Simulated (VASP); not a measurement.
# AlN (P6_3mc) in VASP: notebook

Aim: see how the results for AlN move with the level of theory and the settings. Levels: PBE, PBEsol. Tasks: dielectric tensor.

Program: VASP 6.6.1. These are calculated values, not measurements. Logs are shortened: lines on timing, memory, paths and dates and some standing lists are left out, and cuts for length are marked.

## Step 1: The cell of the first run

The structure is hexagonal, space group P6_3mc (No. 186). The conventional cell has a = 3.113 Å, b = 3.113 Å, c = 4.981 Å, α = 90.00°, β = 90.00°, γ = 120.00°. Within 2.5 Å of Al (site symmetry 3m) lie 4 N at 1.89 Å. Within 2.5 Å of N (site symmetry 3m) lie 4 Al at 1.89 Å.

## Step 2: Dielectric tensor, PBE

INCAR reads:

```
SYSTEM = AlN
ALGO = Normal
EDIFF = 1E-8
ENCUT = 520
GGA = PE
ISIF = 2
ISMEAR = 0
LASPH = .TRUE.
LCHARG = .FALSE.
LEPSILON = .TRUE.
LREAL = .FALSE.
LWAVE = .FALSE.
NELM = 60
PREC = Accurate
SIGMA = 0.01
```

KPOINTS reads:

```
k-points
0
G
  10 10 6
  0 0 0
```

POSCAR reads:

```
AlN
1.0
    3.1130000000      0.0000000000      0.0000000000
   -1.5565000000      2.6959370820      0.0000000000
    0.0000000000      0.0000000000      4.9810000000
Al N
2 2
Direct
    0.6666666667      0.3333333333      0.5000000000
    0.3333333333      0.6666666667      0.0000000000
    0.6666666667      0.3333333333      0.8800000000
    0.3333333333      0.6666666667      0.3800000000
```

Potentials or basis: VASP PAW PBE potentials, release 64 (Al, N).

The run is started by

```bash
$ cat potpaw_PBE.64/Al/POTCAR potpaw_PBE.64/N/POTCAR > POTCAR
$ mpirun -np 1 vasp_std > vasp.out
```

OUTCAR:

```text
SYSTEM = AlN
   EDIFF = 1E-8
   ENCUT = 520
   GGA = PE
   ISIF = 2
   ISMEAR = 0
   LASPH = .TRUE.
   LEPSILON = .TRUE.
   LREAL = .FALSE.
   NELM = 60
   PREC = Accurate

 ion  position               nearest neighbor table
   1  0.667  0.333  0.500-   3 1.89   4 1.89   4 1.89   4 1.89   2 3.07   2 3.07   2 3.07   2 3.07
                             2 3.07   2 3.07
   2  0.333  0.667  0.000-   4 1.89   3 1.89   3 1.89   3 1.89   1 3.07   1 3.07   1 3.07   1 3.07
                             1 3.07   1 3.07
   3  0.667  0.333  0.880-   1 1.89   2 1.89   2 1.89   2 1.89
   4  0.333  0.667  0.380-   2 1.89   1 1.89   1 1.89   1 1.89

  LATTYP: Found a hexagonal cell.
 ALAT       =     3.1130000000
 C/A-ratio  =     1.6000642467

  Lattice vectors:

 A1 = (   3.1130000000,   0.0000000000,   0.0000000000)
 A2 = (  -1.5565000000,   2.6959370820,   0.0000000000)
 A3 = (   0.0000000000,   0.0000000000,   4.9810000000)

Analysis of symmetry for initial positions (statically):
=====================================================================
 Subroutine PRICEL returns:
 Original cell was already a primitive cell.

 Routine SETGRP: Setting up the symmetry group for a
 hexagonal supercell.

 Subroutine GETGRP returns: Found 12 space group operations
 (whereof  6 operations were pure point group operations)
 out of a pool of 24 trial point group operations.

The static configuration has the point symmetry C_3v.
 The point group associated with its full space group is C_6v.

Analysis of symmetry for dynamics (positions and initial velocities):
=====================================================================
 Subroutine PRICEL returns:
 Original cell was already a primitive cell.

 Routine SETGRP: Setting up the symmetry group for a
 hexagonal supercell.

 Subroutine GETGRP returns: Found 12 space group operations
 (whereof  6 operations were pure point group operations)
 out of a pool of 24 trial point group operations.

The dynamic configuration has the point symmetry C_3v.
 The point group associated with its full space group is C_6v.

 Subroutine INISYM returns: Found 12 space group operations
 (whereof  6 operations are pure point group operations),
 and found     1 'primitive' translations

----------------------------------------------------------------------------------------

                                     Primitive cell

  volume of cell :      41.8028

  direct lattice vectors                    reciprocal lattice vectors
     3.113000000  0.000000000  0.000000000     0.321233537  0.185464269  0.000000000
    -1.556500000  2.695937082  0.000000000     0.000000000  0.370928538  0.000000000
     0.000000000  0.000000000  4.981000000     0.000000000  0.000000000  0.200762899

  length of vectors
     3.113000000  3.113000000  4.981000000     0.370928538  0.370928538  0.200762899

  position of ions in fractional coordinates (direct lattice)
     0.666666667  0.333333333  0.500000000
     0.333333333  0.666666667  0.000000000
     0.666666667  0.333333333  0.880000000
     0.333333333  0.666666667  0.380000000

  ion indices of the primitive-cell ions
   primitive index   ion index
                 1           1
                 2           2
                 3           3
                 4           4

----------------------------------------------------------------------------------------

 KPOINTS: k-points

Automatic generation of k-mesh.
 Grid dimensions read from file:
 generate k-points for:   10   10    6

 Generating k-lattice:

  Cartesian coordinates                     Fractional coordinates (reciprocal lattice)
     0.032123354  0.018546427  0.000000000     0.100000000  0.000000000  0.000000000
     0.000000000  0.037092854  0.000000000     0.000000000  0.100000000  0.000000000
     0.000000000  0.000000000  0.033460483     0.000000000  0.000000000  0.166666667

  Length of vectors
     0.037092854  0.037092854  0.033460483

  Shift w.r.t. Gamma in fractional coordinates (k-lattice)
     0.000000000  0.000000000  0.000000000

 Subroutine IBZKPT returns following result:
 ===========================================

 Found     56 irreducible k-points:

 Following reciprocal coordinates:
            Coordinates               Weight
  0.000000  0.000000  0.000000      1.000000
  0.100000 -0.000000  0.000000      6.000000
  0.200000 -0.000000  0.000000      6.000000
  0.300000 -0.000000  0.000000      6.000000
  0.400000  0.000000  0.000000      6.000000
  0.500000 -0.000000  0.000000      3.000000
[... 16 lines left out ...]
  0.300000  0.100000  0.166667     24.000000
  0.400000  0.100000  0.166667     24.000000
 [... further k-points ...]
   k-points           NKPTS =     56   k-points in BZ     NKDIM =     56   number of bands    NBANDS=     12
[... 32 lines left out ...]
   ISMEAR =     0;   SIGMA  =   0.01  broadening in eV -4-tet -1-fermi 0-gaus
   EFERMI_NEDOS =   21; number of points for ismear=-14 and -15
   IALGO  =     38    algorithm
   IMIX   =      4    mixing-type and parameters
     AMIX     =   0.40;   BMIX     =  1.00
     AMIX_MAG =   1.60;   BMIX_MAG =  1.00
  volume/ion in A,a.u.               =      10.45        70.52
  Fermi-wavevector in a.u.,A,eV,Ry     =   1.188629  2.246183 19.222843  1.412839
  Thomas-Fermi vector in A             =   2.324754
   LORBIT       =      0    0 simple, 1 ext, 2 COOP (PROOUT), +10 PAW based schemes
   GGA     = PE    functional components
   LHFCALC =     F    Hartree Fock is set to
   AEXX    =    0.0000 exact exchange contribution
   IVDW    =     0    specifies the selected vdW correction
   LEPSILON=     T    determine dielectric tensor
   LRPA    =     F    only Hartree local field effects (RPA)
 non-spin polarized calculation
 Gauss-broadening in eV      SIGMA  =   0.01
  energy-cutoff  :      520.00
  volume of cell :       41.80
 maximum number of plane-waves:      1142
 NGX is ok and might be reduce to    24
   NGX = 11   NGY = 11   NGZ = 19

--------------------------------------- Ionic step        1  -------------------------------------------

 number of electron      15.9999997 magnetization

 E-fermi :   6.1779     XC(G=0): -10.9069

 val. band max:        6.1216068428   @ k =   0.0000   0.0000   0.0000
 cond. band min:      10.3450290222   @ k =   0.0000   0.0000   0.0000
 fundamental gap:      4.2234221794
 Fermi energy:         6.1779365215

 k-point     1 :       0.0000    0.0000    0.0000
  band No.  band energies     occupation
      1      -9.0373      2.00000
      2      -6.8889      2.00000
      3       0.1488      2.00000
      4       5.2900      2.00000
      5       5.2900      2.00000
      6       5.9421      2.00000
      7       5.9421      2.00000
      8       6.1216      2.00000
      9      10.3450      0.00000
     10      12.7856      0.00000
     11      16.7365      0.00000
     12      17.2868      0.00000
[... 331 lines left out ...]
 k-point    24 :       0.4000    0.1000    0.1667
  band No.  band energies     occupation
      1      -7.0570      2.00000
      2      -6.3943      2.00000
      3       0.7426      2.00000
      4       1.7539      2.00000
      5       3.0735      2.00000
      6       3.8580      2.00000
      7       4.7234      2.00000
      8       5.0651      2.00000
      9      11.6840      0.00000
     10      12.5875      0.00000
     11      14.9922      0.00000
     12      15.9272      0.00000

 [... further k-points ...]

  FORCE on cell =-STRESS in cart. coord.  units (eV):
  Direction    XX          YY          ZZ          XY          YZ          ZX
  --------------------------------------------------------------------------------------
  -------------------------------------------------------------------------------------
  Total        0.7565148      0.7565148      1.1893824      0.0000000      0.0000000      0.0000000
  in kB       28.9949668     28.9949668     45.5854963      0.0000000      0.0000000      0.0000000
  external PRESSURE =      34.5251433 kB  Pullay stress =       0.0000000 kB

 VOLUME and BASIS-vectors are now :
 -----------------------------------------------------------------------------
  energy-cutoff  :      520.00
  volume of cell :       41.80
      direct lattice vectors                 reciprocal lattice vectors
     3.113000000  0.000000000  0.000000000     0.321233537  0.185464269  0.000000000
    -1.556500000  2.695937082  0.000000000     0.000000000  0.370928538  0.000000000
     0.000000000  0.000000000  4.981000000     0.000000000  0.000000000  0.200762899

 POSITION                                       TOTAL-FORCE (eV/Angst)
 -----------------------------------------------------------------------------------
      1.55650      0.89865      2.49050        -0.000000      0.000000     -0.128877
     -0.00000      1.79729      0.00000         0.000000     -0.000000     -0.128877
      1.55650      0.89865      4.38328        -0.000000      0.000000      0.128877
     -0.00000      1.79729      1.89278         0.000000     -0.000000      0.128877
 -----------------------------------------------------------------------------------
    total drift:                               -0.000000     -0.000000      0.000395

  FREE ENERGIE OF THE ION-ELECTRON SYSTEM (eV)
  ---------------------------------------------------
  free  energy   TOTEN  =       -29.7712741082 eV

  energy  without entropy=      -29.7712741082  energy(sigma->0) =      -29.77127411

 HEAD OF MICROSCOPIC STATIC DIELECTRIC TENSOR (INDEPENDENT PARTICLE, excluding Hartree and local field effects)
 ------------------------------------------------------
           4.583066     0.000000     0.000000
           0.000000     4.583066     0.000000
           0.000000    -0.000000     4.764075
 ------------------------------------------------------

 Free energy of the ion-electron system (eV)
  ---------------------------------------------------
  ---------------------------------------------------
  free energy    TOTEN  =        -0.43903634 eV

  energy without entropy =       -0.43903634

------------------------ aborting loop because EDIFF is reached ----------------------------------------

--------------------------------------- Ionic step        2  -------------------------------------------

------------------------ aborting loop because EDIFF is reached ----------------------------------------

--------------------------------------- Ionic step        3  -------------------------------------------

 Free energy of the ion-electron system (eV)
  ---------------------------------------------------
  ---------------------------------------------------
  free energy    TOTEN  =        -0.46214239 eV

  energy without entropy =       -0.46214239

------------------------ aborting loop because EDIFF is reached ----------------------------------------

 PIEZOELECTRIC TENSOR FIELD DIRECTION 3  (e Angst)
 -----------------------------------------------------------------------------
     0.68780  0.00000  0.00000           (  0.00365  0.00000  0.00000)
     0.00000  0.68780 -0.00000           (  0.00000  0.00365 -0.00000)
     0.00000 -0.00000 -1.03966           (  0.00000 -0.00000 -0.00224)

 PIEZOELECTRIC TENSOR FIELD DIRECTION 3  (C/m^2)
 -----------------------------------------------------------------------------
     0.26361  0.00000  0.00000
     0.00000  0.26361 -0.00000
     0.00000 -0.00000 -0.39847

 MACROSCOPIC STATIC DIELECTRIC TENSOR (including local field effects in DFT)
 ------------------------------------------------------
           4.442758     0.000000    -0.000000
           0.000000     4.442758     0.000000
           0.000000     0.000000     4.640611
 ------------------------------------------------------

 PIEZOELECTRIC TENSOR (including local field effects)  for field in x, y, z        (e  Angst)
          XX          YY          ZZ          XY          YZ          ZX
  --------------------------------------------------------------------------------
  x     0.00000     0.00000     0.00000     0.00000     0.00000     0.89165
  y    -0.00000    -0.00000     0.00000     0.00000     0.89165     0.00000
  z     0.68780     0.68780    -1.03966     0.00000     0.00000     0.00000

 PIEZOELECTRIC TENSOR (including local field effects)  for field in x, y, z        (C/m^2)
          XX          YY          ZZ          XY          YZ          ZX
  --------------------------------------------------------------------------------
  x     0.00000     0.00000     0.00000     0.00000     0.00000     0.34174
  y    -0.00000    -0.00000     0.00000     0.00000     0.34174     0.00000
  z     0.26361     0.26361    -0.39847     0.00000     0.00000     0.00000

 BORN EFFECTIVE CHARGES (including local field effects) (in |e|, cummulative output)
 ---------------------------------------------------------------------------------
 ion    1
    1     2.51480     0.00000    -0.00000
    2     0.00000     2.51480     0.00000
    3     0.00000     0.00000     2.66948
 ion    2
    1     2.51480     0.00000     0.00000
    2     0.00000     2.51480     0.00000
    3    -0.00000     0.00000     2.66948
 ion    3
    1    -2.51480     0.00000    -0.00000
    2     0.00000    -2.51480    -0.00000
    3     0.00000     0.00000    -2.66948
 ion    4
    1    -2.51480     0.00000    -0.00000
    2     0.00000    -2.51480     0.00000
    3     0.00000    -0.00000    -2.66948
```

Wall time 1.8 min (1 thread of Intel Xeon 6975P-C (Granite Rapids), shared host); peak memory 0.33 GiB.

What came out:

- Band gap on the k mesh: 4.22 eV
- Electronic dielectric tensor (diagonal): 4.44, 4.44, 4.64
- Born charges (mean of the diagonal): Al +2.57; N -2.57 e

Levels at points of the mesh, in eV from the valence-band top:
```tsv
k point	band 4	band 5	band 6	band 7	band 8	band 9	band 10	band 11	band 12
(0.00, 0.00, 0.00)	-0.83	-0.83	-0.18	-0.18	0.00	4.22	6.66	10.61	11.17
(0.50, 0.00, 0.00)	-4.13	-3.33	-2.06	-1.77	-0.66	5.82	5.83	8.20	10.30
(0.00, 0.00, 0.50)	-3.32	-0.52	-0.52	-0.52	-0.52	6.47	6.47	10.34	10.34
(0.50, 0.00, 0.50)	-5.57	-1.43	-1.43	-1.35	-1.35	5.33	5.33	9.29	9.29
```

Electronic dielectric tensor:
```
4.44 0.00 0.00
0.00 4.44 0.00
0.00 0.00 4.64
```

Born effective charge tensors (e):
atom 1, Al
```
2.51 0.00 0.00
0.00 2.51 0.00
0.00 0.00 2.67
```
atom 2, Al
```
2.51 0.00 0.00
0.00 2.51 0.00
0.00 0.00 2.67
```
atom 3, N
```
-2.51  0.00  0.00
 0.00 -2.51  0.00
 0.00  0.00 -2.67
```
atom 4, N
```
-2.51  0.00  0.00
 0.00 -2.51  0.00
 0.00  0.00 -2.67
```

(Continued in part 2 of 2.)
